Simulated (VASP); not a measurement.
# Ge12Sb7Te24 (a cell with a defect) in VASP: single point with PBE

Aim: the single point of Ge12Sb7Te24 (a cell with a defect) with PBE.

Everything below comes from runs of VASP 6.6.1. Logs are shortened: lines on timing, memory, paths and dates and some standing lists are left out, and cuts for length are marked.

### Step 1. The cell of the first run

The cell holds a defect, 43 atoms: a = 10.519 Å, b = 10.519 Å, c = 13.627 Å, α = 74.77°, β = 74.77°, γ = 70.84°.

### Step 2. Single point, PBE, collinear spin, zero start

The input, INCAR:

```
  ALGO = Normal
  EDIFF = 1E-6
  ENCUT = 410
  GGA = PE
  GGA_COMPAT = False
  ISIF = 2
  ISMEAR = 0
  ISPIN = 2
  LASPH = True
  LCHARG = False
  LORBIT = 11
  LREAL = Auto
  LWAVE = False
  MAGMOM = 0 0 0 0 0 0 0 0 0 0 0 0 0 0 0 0 0 0 0 0 0 0 0 0 0 0 0 0 0 0 0 0 0 0 0 0 0 0 0 0 0 0 0
  NBANDS = 204
  NELM = 200
  PREC = Accurate
  SIGMA = 0.05
```

The input, KPOINTS:

```
k-points
0
Gamma
  1 1 1
```

The input, POSCAR:

```
Ge12Sb7Te24
1.0
   -2.6422250000      6.0961500000      8.1546630000
   -2.6422250000     -6.0961500000      8.1546630000
   10.9182110000      0.0000000000      8.1546630000
Ge Sb Te
12 7 24
Direct
    0.3420120332      0.8232359567      0.1633814962
    0.8192993858      0.3158290499      0.1803701434
    0.3537130767      0.2870377575      0.6767577599
    0.8225852312      0.7864905049      0.7148447822
    0.1562100517      0.2631230365     -0.0177680604
    0.7167028611      0.7741095288     -0.0030892888
    0.2747193155      0.7460224809      0.5027009329
    0.7809306287      0.2487496323      0.4819326376
    0.2006819536      0.1903300373      0.3144399002
    0.6929082158      0.6764000546      0.3501262341
    0.2044508418      0.6181174247      0.8377192475
    0.6892309657      0.1401627277      0.8220210896
    0.4133857340      0.4295298559      0.3232365214
    0.9331967860      0.4168032636      0.8100947663
    0.4256808707      0.9202507288      0.8104356745
    0.6055221295      0.0800439151      0.1591498343
    0.0770755328      0.6211946705      0.1641268287
    0.5801005186      0.5457261147      0.6856189239
    0.1127082465      0.0587640456      0.6288665612
    0.0923014628      0.1224494517      0.1728595814
    0.5902058295      0.6159218071      0.1921134262
    0.0858261978      0.6152746944      0.6475413443
    0.6063431935      0.0854030227      0.6465327775
    0.4815070801      0.0031378850     -0.0074841683
   -0.0051409472      0.5297593453     -0.0231218192
    0.4659926483      0.4843933021      0.5345033268
    0.0158891387      0.0321396704      0.4587469821
    0.3499198235      0.3608302111      0.1546207303
    0.8519259473      0.8627169123      0.2523793978
    0.3939126362      0.8802115812      0.5930438288
    0.8308654983      0.3114001415      0.6629697303
    0.7513242876      0.2766610380     -0.0193968412
    0.2493208268      0.7625469862     -0.0187706851
    0.7254698009      0.7156122882      0.5483664804
    0.2342165521      0.2773843516      0.5129641527
    0.4090363095      0.9275441801      0.3068888684
    0.9060111679      0.4257347950      0.3162762388
    0.3770582478      0.3489911952      0.8973520560
    0.9022101382      0.9015262108      0.8489673880
    0.1517741446      0.6753116437      0.3299428575
    0.6591514743      0.1616051837      0.3296588411
    0.1119066266      0.1250168265      0.8602285529
    0.6404689737      0.6532491466      0.8692493686
```

Potentials or basis: VASP PAW PBE potentials, release 64 (Ge_d, Sb, Te).

On the command line:

```console
$ cat potpaw_PBE.64/Ge_d/POTCAR potpaw_PBE.64/Sb/POTCAR potpaw_PBE.64/Te/POTCAR > POTCAR
$ mpirun -np 1 vasp_gam > vasp.out
```

OUTCAR:

```text
EDIFF = 1E-6
   ENCUT = 410
   GGA = PE
   ISIF = 2
   ISMEAR = 0
   ISPIN = 2
   LASPH = True
   LORBIT = 11
   LREAL = Auto
   NELM = 200
   PREC = Accurate

 ion  position               nearest neighbor table
   1  0.342  0.823  0.163-  36 2.81  21 2.84  24 2.98  40 3.06  33 3.17
   2  0.819  0.316  0.180-  41 2.81  37 2.88  20 2.92  32 3.15  21 3.30
   3  0.354  0.287  0.677-  26 2.78  23 2.81  35 2.87
   4  0.823  0.786  0.715-  22 2.83  39 2.85  43 2.86  34 3.06  23 3.29
   5  0.156  0.263  0.982-  38 2.64  20 2.67  42 2.69  25 2.75
   6  0.717  0.774  0.997-  43 2.80  39 2.81  24 2.83  21 2.98  25 3.20
   7  0.275  0.746  0.503-  30 2.82  26 2.83  22 2.84  36 3.14
   8  0.781  0.249  0.482-  27 2.77  37 2.85  31 2.93  23 3.04  41 3.15
   9  0.201  0.190  0.314-  20 2.82  28 2.90  36 2.92  27 2.97  35 3.21  37 3.27
  10  0.693  0.676  0.350-  29 2.83  37 2.90  21 2.93  34 2.96
  11  0.204  0.618  0.838-  25 2.75  38 2.86  33 2.98  22 3.17
  12  0.689  0.140  0.822-  39 2.78  31 2.86  23 2.99  24 3.15  32 3.19
  13  0.413  0.430  0.323-  28 2.87  21 3.05  40 3.10  41 3.14  35 3.17  26 3.29
  14  0.933  0.417  0.810-  32 2.99  42 3.03  31 3.08  25 3.11  22 3.12  43 3.32
  15  0.426  0.920  0.810-  43 3.04  33 3.06  24 3.08  23 3.08  30 3.21  42 3.30
  16  0.606  0.080  0.159-  41 2.92  36 3.03  29 3.14  32 3.17  24 3.28  28 3.28
  17  0.077  0.621  0.164-  40 2.82  33 3.03  29 3.11  37 3.16  28 3.25  25 3.34
[... 12 lines left out ...]
  30  0.394  0.880  0.593-   7 2.82  19 2.93  15 3.21  34 3.32  18 3.50
  31  0.831  0.311  0.663-  12 2.86   8 2.93  18 2.97  14 3.08  19 3.29
  32  0.751  0.277  0.981-  14 2.99   2 3.15  16 3.17  12 3.19
  33  0.249  0.763  0.981-  11 2.98  17 3.03  15 3.06   1 3.17
  34  0.725  0.716  0.548-  18 2.75  10 2.96   4 3.06  30 3.32
  35  0.234  0.277  0.513-   3 2.87  19 2.89  13 3.17   9 3.21
  36  0.409  0.928  0.307-   1 2.81   9 2.92  16 3.03   7 3.14
  37  0.906  0.426  0.316-   8 2.85   2 2.88  10 2.90  17 3.16   9 3.27
  38  0.377  0.349  0.897-   5 2.64  11 2.86  24 3.43  28 3.47  18 3.70
  39  0.902  0.902  0.849-  12 2.78   6 2.81   4 2.85  19 3.60
  40  0.152  0.675  0.330-  17 2.82   1 3.06  13 3.10  29 3.40
  41  0.659  0.162  0.330-   2 2.81  16 2.92  13 3.14   8 3.15  29 3.40
  42  0.112  0.125  0.860-   5 2.69  14 3.03  15 3.30  19 3.40
  43  0.640  0.653  0.869-   6 2.80   4 2.86  15 3.04  18 3.28  14 3.32

  LATTYP: Found a base centered monoclinic cell.
 ALAT       =    17.1440813804
 B/A-ratio  =     0.7111667128
 C/A-ratio  =     0.7948745363
 COS(beta)  =    -0.3223070326

  Lattice vectors:

 A1 = (   2.6422250000,  -6.0961500000,  -8.1546630000)
 A2 = (   2.6422250000,   6.0961500000,  -8.1546630000)
 A3 = (  10.9182110000,   0.0000000000,   8.1546630000)

Analysis of symmetry for initial positions (statically):
=====================================================================
 Subroutine PRICEL returns:
 Original cell was already a primitive cell.

 Routine SETGRP: Setting up the symmetry group for a
 base centered monoclinic supercell.

 Subroutine GETGRP returns: Found  1 space group operations
 (whereof  1 operations were pure point group operations)
 out of a pool of  4 trial point group operations.

The static configuration has the point symmetry C_1 .

Analysis of symmetry for dynamics (positions and initial velocities):
=====================================================================
 Subroutine PRICEL returns:
 Original cell was already a primitive cell.

 Routine SETGRP: Setting up the symmetry group for a
 base centered monoclinic supercell.

 Subroutine GETGRP returns: Found  1 space group operations
 (whereof  1 operations were pure point group operations)
 out of a pool of  4 trial point group operations.

The dynamic configuration has the point symmetry C_1 .

Analysis of structural, dynamic, and magnetic symmetry:
=====================================================================
 Subroutine PRICEL returns:
 Original cell was already a primitive cell.

 Routine SETGRP: Setting up the symmetry group for a
 base centered monoclinic supercell.

 Subroutine GETGRP returns: Found  1 space group operations
 (whereof  1 operations were pure point group operations)
 out of a pool of  4 trial point group operations.

The overall configuration has the point symmetry C_1 .

 Subroutine INISYM returns: Found  1 space group operations
 (whereof  1 operations are pure point group operations),
[... 144 lines left out ...]
 SYSTEM =  unknown system
   PREC   = accura    normal or accurate (medium, high low for compatibility)
   ISTART =      0    job   : 0-new  1-cont  2-samecut
   ICHARG =      2    charge: 1-file 2-atom 10-const
   ISPIN  =      2    spin polarized calculation?
   LNONCOLLINEAR =      F non collinear calculations
   LSORBIT =      F    spin-orbit coupling
   LASPH  =      T    aspherical Exc in radial PAW
   ENCUT  =  410.0 eV  30.13 Ry    5.49 a.u.  17.37 17.37 22.50*2*pi/ulx,y,z
   NELM   =    200;   NELMIN=  2; NELMDL= -5     # of ELM steps
   EDIFF  = 0.1E-05   stopping-criterion for ELM
   LREAL  =      T    real-space projection
   EDIFFG = 0.1E-04   stopping-criterion for IOM
   NSW    =      0    number of steps for IOM
   IBRION =     -1    ionic relax: 0-MD 1-quasi-New 2-CG
   NFREE  =      0    steps in history (QN), initial steepest desc. (CG)
   ISIF   =      2    stress and relaxation
   ISYM   =      2    0-nonsym 1-usesym 2-fastsym
   POTIM  = 0.5000    time-step for ionic-motion
   TEBEG  =    0.0;   TEEND  =   0.0 temperature during run
   PSTRESS=    0.0 pullay stress
   NELECT =     347.0000    total number of electrons
   NUPDOWN=      -1.0000    fix difference up-down
   EMIN   =  10.00;   EMAX   =-10.00  energy-range for DOS
   EFERMI =   0.00;   METHOD = LEGACY
   ISMEAR =     0;   SIGMA  =   0.05  broadening in eV -4-tet -1-fermi 0-gaus
   EFERMI_NEDOS =   21; number of points for ismear=-14 and -15
   IALGO  =     38    algorithm
   IMIX   =      4    mixing-type and parameters
     AMIX     =   0.40;   BMIX     =  1.00
     AMIX_MAG =   1.60;   BMIX_MAG =  1.00
  volume/ion in A,a.u.               =      31.35       211.59
  Fermi-wavevector in a.u.,A,eV,Ry     =   1.041349  1.967864 14.754257  1.084407
  Thomas-Fermi vector in A             =   2.175965
   LORBIT       =     11    0 simple, 1 ext, 2 COOP (PROOUT), +10 PAW based schemes
   GGA     = PE    functional components
   LHFCALC =     F    Hartree Fock is set to
   AEXX    =    0.0000 exact exchange contribution
   IVDW    =     0    specifies the selected vdW correction
   LEPSILON=     F    determine dielectric tensor
   LRPA    =     F    only Hartree local field effects (RPA)
 spin polarized calculation
 Gauss-broadening in eV      SIGMA  =   0.05
  energy-cutoff  :      410.00
  volume of cell :     1348.23
 maximum number of plane-waves:     12713
 NGX is ok and might be reduce to    70
   NGX = 35   NGY = 35   NGZ = 45

 number of electron     347.0000000 magnetization       0.0000000

 number of electron     346.9999990 magnetization      -0.0046927

 Free energy of the ion-electron system (eV)
  ---------------------------------------------------
  ext. energy  EPLUGINS =         0.00000000
  ---------------------------------------------------
  free energy    TOTEN  =      -159.68089756 eV

  energy without entropy =     -159.65268826  energy(sigma->0) =     -159.66679291

 E-fermi :   5.2980     XC(G=0):  -9.1815

 val. band max:        5.2978672705   @ k =   0.0000   0.0000   0.0000
 cond. band min:       5.2981170714   @ k =   0.0000   0.0000   0.0000
 fundamental gap:      0.0002498009
 Fermi energy:         5.2979921709

 spin component 1

 k-point     1 :       0.0000    0.0000    0.0000
  band No.  band energies     occupation
      1     -19.9781      1.00000
      2     -19.9671      1.00000
      3     -19.9599      1.00000
      4     -19.9401      1.00000
      5     -19.9221      1.00000
      6     -19.4764      1.00000
[... 177 lines left out ...]
    184       6.6704      0.00000
    185       6.7038      0.00000
 Fermi energy:         5.2979921709

 spin component 2

 k-point     1 :       0.0000    0.0000    0.0000
  band No.  band energies     occupation
      1     -19.9781      1.00000
      2     -19.9671      1.00000
      3     -19.9599      1.00000
      4     -19.9401      1.00000
      5     -19.9221      1.00000
      6     -19.4764      1.00000
[... 177 lines left out ...]
    184       6.6703      0.00000
    185       6.7037      0.00000
 [bands above 185 left out]

------------------------ aborting loop because EDIFF is reached ----------------------------------------

  FORCE on cell =-STRESS in cart. coord.  units (eV):
  Direction    XX          YY          ZZ          XY          YZ          ZX
  --------------------------------------------------------------------------------------
  -------------------------------------------------------------------------------------
  Total      -15.2411948     30.3871171     -9.4678341      0.7452369     -0.5785232      6.9678249
  in kB      -18.1119114     36.1106054    -11.2511240      0.8856041     -0.6874895      8.2802318
  external PRESSURE =       2.2491900 kB  Pullay stress =       0.0000000 kB

 VOLUME and BASIS-vectors are now :
 -----------------------------------------------------------------------------
  energy-cutoff  :      410.00
  volume of cell :     1348.23
      direct lattice vectors                 reciprocal lattice vectors
    -2.642225000  6.096150000  8.154663000    -0.036871971  0.082018979  0.049367577
    -2.642225000 -6.096150000  8.154663000    -0.036871971 -0.082018979  0.049367577
    10.918211000  0.000000000  8.154663000     0.073743942  0.000000000  0.023894070

 POSITION                                       TOTAL-FORCE (eV/Angst)
 -----------------------------------------------------------------------------------
     -1.29501     -2.93361     10.83453        -0.014683      0.000938      0.013045
     -1.02995      3.06923     10.72745         0.011175     -0.047655      0.035567
      5.69598      0.40646     10.74384         0.006147     -0.002196      0.042717
      3.55329      0.22004     18.95079        -0.009926     -0.014309      0.004152
      9.61624     -0.65176     11.42929         0.011865     -0.020785     -0.001095
      6.94542     -0.34996     20.28654         0.050726     -0.005211      0.043608
[... 35 lines left out ...]
      8.76615     -0.07992      8.94690         0.034064     -0.003710      0.004319
      6.07235     -0.07791     17.63827        -0.019994      0.010124     -0.027212
 -----------------------------------------------------------------------------------
    total drift:                               -0.012251      0.002430     -0.001244

  FREE ENERGIE OF THE ION-ELECTRON SYSTEM (eV)
  ---------------------------------------------------
  free  energy   TOTEN  =      -159.6808975630 eV

  energy  without entropy=     -159.6526882598  energy(sigma->0) =     -159.66679291

 total charge

# of ion       s       p       d       tot
------------------------------------------
    1        1.318   0.775  10.013  12.106
    2        1.331   0.770  10.004  12.104
    3        1.321   0.783  10.005  12.109
    4        1.323   0.792  10.008  12.124
    5        1.184   0.996  10.039  12.219
    6        1.304   0.834  10.013  12.151
[... 35 lines left out ...]
   42        1.421   1.854   0.037   3.312
   43        1.412   1.886   0.041   3.339
--------------------------------------------------
tot         58.189  62.371 121.239 241.798

 magnetization (x)

# of ion       s       p       d       tot
------------------------------------------
    1       -0.000  -0.000  -0.000  -0.000
    2       -0.000  -0.000  -0.000  -0.000
    3       -0.000   0.000  -0.000  -0.000
    4       -0.000  -0.000  -0.000  -0.000
    5       -0.000  -0.000  -0.000  -0.000
    6        0.000   0.000  -0.000   0.000
[... 35 lines left out ...]
   42       -0.000   0.000   0.000  -0.000
   43       -0.000  -0.000  -0.000  -0.000
--------------------------------------------------
tot         -0.000  -0.001  -0.000  -0.002
```

Wall time 14 min (1 thread of AMD EPYC 7R13, shared host); peak memory 1.2 GiB.

What came out:

```yaml
Free_energy: -159.6809 eV
Pressure: 0.2 GPa
Largest_force: 0.137 eV/Å
Band_gap_on_the_k_mesh: 0.50 eV
Net_moment: 0.00 μB per cell
Valence_electrons_inside_the_program's_atomic_spheres: Ge 12.11, 12.10, 12.12, 12.22, 12.15, 12.13; Sb 2.32, 2.31, 2.30, 2.34; Te 3.35, 3.33, 3.36, 3.37, 3.31, 3.32, 3.34
```

Forces on the atoms (eV/Å):
```
Ge  -0.015  0.001  0.013
Ge   0.011 -0.048  0.036
Ge   0.006 -0.002  0.043
Ge  -0.010 -0.014  0.004
Ge   0.012 -0.021 -0.001
Ge   0.051 -0.005  0.044
Ge   0.025  0.004 -0.030
Ge   0.050 -0.014  0.042
Ge   0.006  0.044  0.002
Ge  -0.015  0.017  0.019
Ge  -0.017 -0.013  0.008
Ge   0.014  0.001 -0.024
Sb  -0.029  0.027  0.024
Sb   0.043  0.005  0.016
Sb   0.022 -0.001 -0.006
Sb   0.068  0.051  0.040
Sb   0.013  0.062 -0.015
Sb   0.055 -0.006 -0.004
Sb   0.009  0.002  0.026
Te  -0.022  0.106 -0.019
Te  -0.008  0.104 -0.060
Te  -0.002  0.008  0.022
Te  -0.029  0.014 -0.005
Te  -0.017  0.007 -0.012
Te   0.007  0.013 -0.009
Te  -0.022 -0.015 -0.047
Te  -0.016  0.001 -0.014
Te  -0.006 -0.108  0.017
Te  -0.017  0.042 -0.129
Te   0.032  0.025  0.001
Te  -0.032  0.001 -0.013
Te  -0.027  0.024  0.006
Te  -0.006  0.016  0.000
Te  -0.059 -0.002 -0.012
Te  -0.040 -0.021 -0.006
Te  -0.040 -0.107  0.007
Te  -0.005 -0.104  0.023
Te   0.021 -0.007 -0.018
Te  -0.009 -0.004  0.016
Te  -0.006  0.013  0.012
Te  -0.009 -0.102  0.026
Te   0.034 -0.004  0.004
Te  -0.020  0.010 -0.027
```

Caveat: the k points lie up to 0.64 Å⁻¹ apart; spin-orbit coupling is left out, which moves the levels of the heavy elements.
